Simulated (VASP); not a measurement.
# MgO (Fm-3m) in VASP: further runs, part 2 of 2

VASP 6.6.1. Earlier steps stand in the parts before.

**4. G0W0 quasiparticle levels, PBE**

POSCAR

```
MgO
1.0
    0.0000000000      2.1055000000      2.1055000000
    2.1055000000      0.0000000000      2.1055000000
    2.1055000000      2.1055000000      0.0000000000
Mg O
1 1
Direct
    0.0000000000      0.0000000000      0.0000000000
    0.5000000000      0.5000000000      0.5000000000
```

INCAR.step1

```
PREC = Accurate ; ENCUT = 500
EDIFF = 1E-8 ; ISMEAR = 0
SIGMA = 0.01 ; LREAL = F
LASPH = T ; NELM = 60
ALGO = Normal ; LWAVE = T
LCHARG = F ; GGA = PE
```

INCAR.step2

```
PREC = Accurate ; ENCUT = 500
EDIFF = 1E-8 ; ISMEAR = 0
SIGMA = 0.01 ; LREAL = F
LASPH = T ; NELM = 1
ALGO = Exact ; LWAVE = T
LCHARG = F ; GGA = PE
NBANDS = 361 ; LOPTICS = T
ISTART = 1
```

INCAR.step3

```
PREC = Accurate ; ENCUT = 500
EDIFF = 1E-8 ; ISMEAR = 0
SIGMA = 0.01 ; LREAL = F
LASPH = T ; ALGO = EVGW0
LWAVE = F ; LCHARG = F
GGA = PE ; NELMGW = 1
NBANDS = 361 ; ENCUTGW = 200
NOMEGA = 48 ; PRECFOCK = Fast
ISTART = 1 ; NBANDSGW = 12
```

KPOINTS

```
Automatic mesh
0
Gamma
  2 2 2
```

Potentials or basis: VASP PAW PBE potentials, release 64 (Mg_GW, O_GW).

Run with:

```bash
cat potpaw_PBE.64/Mg_GW/POTCAR potpaw_PBE.64/O_GW/POTCAR > POTCAR
cp INCAR.step1 INCAR
mpirun -np 1 vasp_std > vasp.out
cp INCAR.step2 INCAR
mpirun -np 1 vasp_std > vasp.out
cp INCAR.step3 INCAR
mpirun -np 1 vasp_std > vasp.out
```

OUTCAR:

```text
PREC = Accurate
   ENCUT = 500
   EDIFF = 1E-8
   ISMEAR = 0
   LREAL = F
   LASPH = T
   GGA = PE
   NELMGW = 1
   ENCUTGW = 200
   PRECFOCK = Fast
   ISTART = 1

 ion  position               nearest neighbor table
   1  0.000  0.000  0.000-   2 2.11   2 2.11   2 2.11   2 2.11   2 2.11   2 2.11
   2  0.500  0.500  0.500-   1 2.11   1 2.11   1 2.11   1 2.11   1 2.11   1 2.11

  LATTYP: Found a face centered cubic cell.
 ALAT       =     4.2110000000

  Lattice vectors:

 A1 = (   0.0000000000,   2.1055000000,   2.1055000000)
 A2 = (   2.1055000000,   0.0000000000,   2.1055000000)
 A3 = (   2.1055000000,   2.1055000000,   0.0000000000)

Analysis of symmetry for initial positions (statically):
=====================================================================
 Subroutine PRICEL returns:
 Original cell was already a primitive cell.

[... 142 lines left out ...]
   NELMGW              =     1    number of iterations in solving QP/BSE equation
   NELMHF              =     1    number of iterations in the inner HF iteration
   NKREDLFX            =     1    NKREDLFY  =   1   NKREDLFZ  =   1
 non-spin polarized calculation
 Gauss-broadening in eV      SIGMA  =   0.01
  energy-cutoff  :      500.00
  volume of cell :       18.67
 maximum number of plane-waves:       476
 NGX is ok and might be reduce to    24
  NGX = 12; NGY = 12; NGZ = 12
   NGX = 11   NGY = 11   NGZ = 11
 maximum number of plane-waves:       120

 QP shifts <psi_nk| G(iteration)W_0 |psi_nk>: iteration 1
 for sc-GW calculations column KS-energies equals QP-energies in previous step
 and V_xc(KS)=  KS-energies - (<T + V_ion + V_H > + <T+V_H+V_ion>^1  + <V_x>^1)

 k-point   1 :       0.0000    0.0000    0.0000
  band No.  KS-energies  QP-energies   sigma(KS)   V_xc(KS)     V^pw_x(r,r')   Z            occupation Imag(sigma)

      1     -13.6537     -16.2788     -21.4493     -18.0055     -29.7069       0.7623       2.0000       1.2511
      2       3.6850       2.3499     -21.4104     -19.6833     -25.9711       0.7730       2.0000       0.2329
      3       3.6850       2.3499     -21.4104     -19.6833     -25.9711       0.7730       2.0000       0.2329
      4       3.6850       2.3499     -21.4104     -19.6833     -25.9711       0.7730       2.0000       0.2329
      5       8.1678       9.0129     -11.0672     -12.1429      -6.4959       0.7856       0.0000      -0.2165
      6      19.0813      19.6855      -8.1356      -8.8994      -2.8153       0.7910       0.0000      -0.1882
      7      19.0813      19.6855      -8.1356      -8.8994      -2.8153       0.7910       0.0000      -0.1882
      8      19.0813      19.6855      -8.1356      -8.8994      -2.8153       0.7910       0.0000      -0.1882
      9      23.0907      22.9508      -7.7538      -7.5740      -1.4619       0.7781       0.0000      -0.7298
     10      24.7501      25.6441      -8.6633      -9.8061      -3.1631       0.7823       0.0000      -0.2047
     11      24.7501      25.6441      -8.6633      -9.8061      -3.1631       0.7823       0.0000      -0.2047
     12      27.2693      28.3370      -8.1056      -9.3913      -1.8157       0.8304       0.0000      -0.7306
[... 20 lines left out ...]
      1     -12.0409     -14.5194     -23.1719     -19.7807     -31.2760       0.7309       2.0000       1.1053
      2      -0.5795      -2.3335     -17.3174     -14.9960     -21.6574       0.7556       2.0000       0.2090
      3       2.2681       0.7848     -20.0006     -18.0417     -24.5446       0.7572       2.0000       0.2350
      4       2.2681       0.7848     -20.0006     -18.0417     -24.5446       0.7572       2.0000       0.2350
      5      12.4359      12.8008      -7.8919      -8.3484      -2.9064       0.7995       0.0000      -0.1437
      6      13.2245      14.0323      -8.5089      -9.5313      -3.5282       0.7901       0.0000      -0.1580
      7      16.6850      17.8609     -13.6446     -15.2067      -8.3598       0.7528       0.0000      -0.2017
      8      22.3234      23.5340     -10.7967     -12.3784      -4.7725       0.7654       0.0000      -0.3808
      9      22.3234      23.5340     -10.7967     -12.3784      -4.7725       0.7654       0.0000      -0.3808
     10      28.6235      29.8898      -9.9527     -11.5628      -3.8605       0.7865       0.0000      -0.5988
     11      30.0854      31.2350      -8.8770     -10.3349      -3.2041       0.7886       0.0000      -0.2898
     12      34.0310      34.5642      -7.6957      -8.3863      -1.4597       0.7721       0.0000      -0.6944
```

It took 33 s on 1 thread of AMD EPYC 7R13, shared host; peak memory 0.13 GiB.

What came out:

| Quantity | Value |
| --- | --- |
| Band gap on the k mesh, mean-field level | 4.48 eV, direct |
| Quasiparticle gap | 6.66 eV |
| Least direct quasiparticle gap | 6.66 eV |

Caveat: the k points lie up to 1.29 Å⁻¹ apart; bands, screening cutoff and mesh are small and nothing is extrapolated, so the quasiparticle values aren't converged.

**5. G0W0 quasiparticle levels, PBE**

POSCAR is that of step 4.

INCAR.step1

```
SYSTEM = MgO
  PREC = Accurate
  ENCUT = 500
  EDIFF = 1E-8
  ISMEAR = 0
  SIGMA = 0.01
  LREAL = .FALSE.
  LASPH = .TRUE.
  NELM = 80
  ALGO = Normal
  LWAVE = .TRUE.
  LCHARG = .FALSE.
  GGA = PE
```

INCAR.step2

```
SYSTEM = MgO
  PREC = Accurate
  ENCUT = 500
  EDIFF = 1E-8
  ISMEAR = 0
  SIGMA = 0.01
  LREAL = .FALSE.
  LASPH = .TRUE.
  NELM = 1
  ALGO = Exact
  LWAVE = .TRUE.
  LCHARG = .FALSE.
  GGA = PE
  NBANDS = 184
  LOPTICS = .TRUE.
  ISTART = 1
```

INCAR.step3

```
SYSTEM = MgO
  PREC = Accurate
  ENCUT = 500
  EDIFF = 1E-8
  ISMEAR = 0
  SIGMA = 0.01
  LREAL = .FALSE.
  LASPH = .TRUE.
  ALGO = EVGW0
  LWAVE = .FALSE.
  LCHARG = .FALSE.
  GGA = PE
  NELMGW = 1
  NBANDS = 184
  ENCUTGW = 180.0
  NOMEGA = 48
  PRECFOCK = Fast
  ISTART = 1
  NBANDSGW = 12
```

KPOINTS

```
Automatic mesh
0
G
  2 2 2
  0 0 0
```

Potentials or basis: VASP PAW PBE potentials, release 64 (Mg_GW, O_GW).

Run with:

```bash
cat potpaw_PBE.64/Mg_GW/POTCAR potpaw_PBE.64/O_GW/POTCAR > POTCAR
cp INCAR.step1 INCAR
mpirun -np 1 vasp_std > vasp.out
cp INCAR.step2 INCAR
mpirun -np 1 vasp_std > vasp.out
cp INCAR.step3 INCAR
mpirun -np 1 vasp_std > vasp.out
```

OUTCAR:

```text
SYSTEM = MgO
   PREC = Accurate
   ENCUT = 500
   EDIFF = 1E-8
   ISMEAR = 0
   LREAL = .FALSE.
   LASPH = .TRUE.
   GGA = PE
   NELMGW = 1
   ENCUTGW = 180.0
   PRECFOCK = Fast
   ISTART = 1

 ion  position               nearest neighbor table
   1  0.000  0.000  0.000-   2 2.11   2 2.11   2 2.11   2 2.11   2 2.11   2 2.11
   2  0.500  0.500  0.500-   1 2.11   1 2.11   1 2.11   1 2.11   1 2.11   1 2.11

[... 177 lines left out ...]
      2       3.6850       2.4127     -21.3379     -19.6833     -25.9711       0.7690       2.0000       0.2008
      3       3.6850       2.4127     -21.3379     -19.6833     -25.9711       0.7690       2.0000       0.2008
      4       3.6850       2.4127     -21.3379     -19.6833     -25.9711       0.7690       2.0000       0.2008
      5       8.1678       8.9930     -11.0954     -12.1429      -6.4959       0.7877       0.0000      -0.1784
      6      19.0813      19.6998      -8.1146      -8.8994      -2.8153       0.7880       0.0000      -0.1770
      7      19.0813      19.6998      -8.1146      -8.8994      -2.8153       0.7880       0.0000      -0.1770
      8      19.0813      19.6998      -8.1146      -8.8994      -2.8153       0.7880       0.0000      -0.1770
      9      23.0907      22.9589      -7.7436      -7.5740      -1.4619       0.7772       0.0000      -0.7386
     10      24.7501      25.6573      -8.6454      -9.8061      -3.1631       0.7816       0.0000      -0.2101
     11      24.7501      25.6573      -8.6454      -9.8061      -3.1631       0.7816       0.0000      -0.2101
     12      27.2693      28.3393      -8.0950      -9.3913      -1.8157       0.8255       0.0000      -0.7377
[... 20 lines left out ...]
      1     -12.0409     -14.4186     -23.0518     -19.7807     -31.2760       0.7269       2.0000       1.0938
      2      -0.5795      -2.3085     -17.2709     -14.9960     -21.6574       0.7600       2.0000       0.2063
      3       2.2681       0.8217     -19.9449     -18.0417     -24.5446       0.7600       2.0000       0.2115
      4       2.2681       0.8217     -19.9449     -18.0417     -24.5446       0.7600       2.0000       0.2115
      5      12.4359      12.8139      -7.8736      -8.3484      -2.9064       0.7961       0.0000      -0.1480
      6      13.2245      14.0358      -8.5006      -9.5313      -3.5282       0.7871       0.0000      -0.1577
      7      16.6850      17.9024     -13.5962     -15.2067      -8.3598       0.7559       0.0000      -0.2249
      8      22.3234      23.5541     -10.7797     -12.3784      -4.7725       0.7698       0.0000      -0.4111
      9      22.3234      23.5541     -10.7797     -12.3784      -4.7725       0.7698       0.0000      -0.4111
     10      28.6235      29.9230      -9.9235     -11.5628      -3.8605       0.7927       0.0000      -0.5946
     11      30.0854      31.2392      -8.8634     -10.3349      -3.2041       0.7841       0.0000      -0.2885
     12      34.0310      34.5808      -7.6759      -8.3863      -1.4597       0.7739       0.0000      -0.7151
```

OUTCAR.step1:

```text
SYSTEM = MgO
   PREC = Accurate
   ENCUT = 500
   EDIFF = 1E-8
   ISMEAR = 0
   LREAL = .FALSE.
   LASPH = .TRUE.
[... 230 lines left out ...]
      0.00000      0.00000      0.00000         0.000000      0.000000     -0.000000
      2.10550      2.10550      2.10550        -0.000000     -0.000000      0.000000
 -----------------------------------------------------------------------------------
    total drift:                               -0.000000     -0.000000      0.000000

  FREE ENERGIE OF THE ION-ELECTRON SYSTEM (eV)
  ---------------------------------------------------
  free  energy   TOTEN  =       -11.0559850772 eV

  energy  without entropy=      -11.0559850772  energy(sigma->0) =      -11.05598508
```

It took 7.5 s on 1 thread of AMD EPYC 9R45 (Zen 5), shared host; peak memory 0.12 GiB.

What came out:

- Band gap on the k mesh, mean-field level: 4.48 eV, direct
- Quasiparticle gap: 6.58 eV
- Least direct quasiparticle gap: 6.58 eV

Caveat: the k points lie up to 1.29 Å⁻¹ apart; bands, screening cutoff and mesh are small and nothing is extrapolated, so the quasiparticle values aren't converged.
